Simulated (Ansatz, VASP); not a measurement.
**One calculation of NaF, two programs**

```xyz
4
Lattice="3.8681 0.0000 0.0000 -1.9340 3.3498 0.0000 0.0000 0.0000 4.5514" Properties=species:S:1:pos:R:3 pbc="T T T"
Na    0.0000    2.2332    1.1379
Na    1.9340    1.1166    3.4136
F     1.9340    1.1166    1.1379
F     0.0000    2.2332    3.4136
```

Alike in both runs: task single point; functional PBE; k mesh 6 × 6 × 4; occupations methfessel-paxton of order 1, width 0.05 eV; no spin polarisation.

```csv
,VASP,Ansatz
version,VASP 6.6.1,Ansatz 0.2.0
potentials or method,"VASP PAW PBE potentials, release 64 (Na_pv, F)",plane waves
plane-wave cutoff (eV),520,420
valence electrons in the cell,28,32
```

|  | VASP | Ansatz | Ansatz less VASP |
| --- | --- | --- | --- |
| gap on the k mesh at the Fermi level (eV) | 5.68 | 5.69 | +0.016 |
| pressure (GPa) | 2.5 | 2.5 | +0.03 |
| traceless stress, the component that is largest in VASP (GPa) | 0.44 | 0.43 | -0.003 |

VASP's potentials hold 28 valence electrons a cell and Ansatz's 32, so a difference there can come from the potentials and not from the codes.
